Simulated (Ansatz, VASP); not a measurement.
Given: the input of a run of Ansatz 0.2.0 on Si2Mo.

Contents of input.yaml:

```yaml
crystal:
  lattice:
    - [-1.6105963353, 1.6105963353, 3.9565305599]
    - [1.6105963353, -1.6105963353, 3.9565305599]
    - [1.6105963353, 1.6105963353, -3.9565305599]
  atoms:
    - { symbol: Mo, position: [0.0, 0.0, 0.0] }
    - { symbol: Si, position: [0.667, 0.667, 0.0] }
    - { symbol: Si, position: [0.333, 0.333, 0.0] }
kpoints:
  mp_grid: { grid: [12, 12, 12] }
scf:
  occupations: { method: fermi_dirac, width: 0.05 }
hamiltonian:
  xc: lda
  pseudopotentials: { kind: all_electron, lapw: { basis_error: 0.002 } }
output:
  forces: true
  stress: true
  eigenvalues: true
```

Potentials or basis: all-electron LAPW, scalar-relativistic.

Command:

```bash
$ ansatz run input.yaml --threads 2 --pin off --max-ram 6144MiB --backend cpu --events-out ev --progress --plain --runs-dir out
```

Problem. Set up the same calculation for VASP 6.6.1. Potentials there: VASP PAW LDA potentials, release 64 (Mo_sv, Si).

Solution. As run (the cutoff follows the program's own potentials):

File INCAR:

```
SYSTEM = Si2Mo
PREC = Accurate
ENCUT = 520
EDIFF = 1E-7
ISMEAR = -1
SIGMA = 0.05
LREAL = .FALSE.
LASPH = .TRUE.
NELM = 100
ALGO = Normal
ISIF = 2
LWAVE = .FALSE.
LCHARG = .FALSE.
GGA = CA
NBANDS = 18
```

File KPOINTS:

```
Automatic mesh
0
G
  12 12 12
  0 0 0
```

The input POSCAR:

```
Si2Mo
1.0
   -1.6105963353      1.6105963353      3.9565305599
    1.6105963353     -1.6105963353      3.9565305599
    1.6105963353      1.6105963353     -3.9565305599
Mo Si
1 2
Direct
    0.0000000000      0.0000000000      0.0000000000
    0.6670000000      0.6670000000      0.0000000000
    0.3330000000      0.3330000000      0.0000000000
```

Potentials or basis: VASP PAW LDA potentials, release 64 (Mo_sv, Si).

Launch:

```bash
$ cat potpaw_LDA.64/Mo_sv/POTCAR potpaw_LDA.64/Si/POTCAR > POTCAR
$ mpirun -np 1 vasp_std > vasp.out
```

Both were run:

|  | VASP | Ansatz | Ansatz less VASP |
| --- | --- | --- | --- |
| gap on the k mesh at the Fermi level (eV) | none | none | - |
| pressure (GPa) | -9.4 | -9.9 | -0.48 |
| traceless stress, the component that is largest in VASP (GPa) | -1.54 | -1.58 | -0.042 |
| rms of the force components (eV/Å) | 0.186 | 0.190 | +0.0043 |

LDA's correlation is that of Perdew and Zunger in VASP and of Perdew and Wang (1992) in Ansatz. Atom by atom the forces differ by 0.004 eV/Å (rms over components). A gap of «none» marks a metal or a gap that the smearing closes. Ansatz ran all-electron here, and VASP with PAW potentials.
